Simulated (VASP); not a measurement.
Runs of VASP 6.6.1 on Se. The structure is that of space group P6_3/mmc (No. 194), or close to it. The cells are those of the table. This isn't the form of Se at room conditions, which is trigonal, of chains.

```csv
task,cell,k mesh,cutoff (eV),gap on the mesh (eV),pressure (GPa)
single point,"a = 3.813, b = 3.813, c = 3.960 Å, angles 90.0, 90.0, 120.0°, 2 atoms",11 × 11 × 9,520,none,(a)
single point,"a = 3.716, b = 3.716, c = 3.859 Å, angles 90.0, 90.0, 120.0°, 2 atoms",11 × 11 × 9,520,none,-0.1
relaxation of cell and atoms,"relaxed from a = 3.136, b = 3.136, c = 5.121 Å, angles 90.0, 90.0, 120.0°, 2 atoms",12 × 12 × 6,600,none,0.0
single point,"a = 3.561, b = 3.561, c = 3.698 Å, angles 90.0, 90.0, 120.0°, 2 atoms",11 × 11 × 9,520,none,9.9
single point,"a = 3.716, b = 3.716, c = 3.859 Å, angles 90.0, 90.0, 120.0°, 2 atoms",12 × 12 × 6,520,none,0.0
```

Alike in all rows: level RPBE; potentials or basis VASP PAW PBE potentials, release 64 (Se); no spin polarisation; smearing fermi-dirac 0.1 eV.

Q: Estimate the missing entries.

A: (a) -3.9.

Caveats: the PAW data sets were made with another functional, which shifts forces and pressure a little; the cell stands under tension (at least some runs); a cell axis changed by over 15 % at a fixed basis, so the end point is rough (at least some runs); the cell stands under pressure (at least some runs).

A k mesh can miss the band edges, and the runs leave out spin-orbit coupling on Se.

A gap of «none» marks levels without a gap at the run's occupations.
